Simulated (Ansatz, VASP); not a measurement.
**Two plane-wave programs on TiO**

```
CELL_PARAMETERS angstrom
4.98909 0.00000 0.00000
-2.49454 4.32068 0.00000
0.00000 0.00000 2.87331
ATOMIC_POSITIONS crystal
Ti 0.66667 0.33333 0.50000
Ti 0.33333 0.66667 0.50000
Ti 0.00000 0.00000 0.00000
O 0.60556 0.60556 0.00000
O 0.39444 0.00000 0.00000
O 0.00000 0.39444 0.00000
```

Alike in both runs: task single point; functional r2SCAN; k mesh 6 × 6 × 6; occupations gaussian, width 0.1 eV; no spin polarisation.

|  | VASP | Ansatz |
| --- | --- | --- |
| version | VASP 6.6.1 | Ansatz 0.2.0 |
| potentials or method | VASP PAW PBE potentials, release 64 (Ti_sv, O), cutoff 520 eV | scalar-relativistic, plane waves, PAW |
| valence electrons in the cell | 54 | 54 |

VASP gave:

```
gap on the k mesh at the Fermi level (eV)                     : none
pressure (GPa)                                                : 0.1
traceless stress, the component that is largest in VASP (GPa) : 0.32
rms of the force components (eV/Å)                            : 0.001
```

Task: Estimate Ansatz's values.

Result: gap on the k mesh at the Fermi level (eV): none; pressure (GPa): -1.5; traceless stress, the component that is largest in VASP (GPa): 0.29; rms of the force components (eV/Å): 0.011.

VASP's potentials were made for PBE, not for r2SCAN. Atom by atom the forces differ by 0.011 eV/Å (rms over components). A gap of «none» marks a metal or a gap that the smearing closes.

The k mesh is coarse, so the values compare programs but aren't converged.
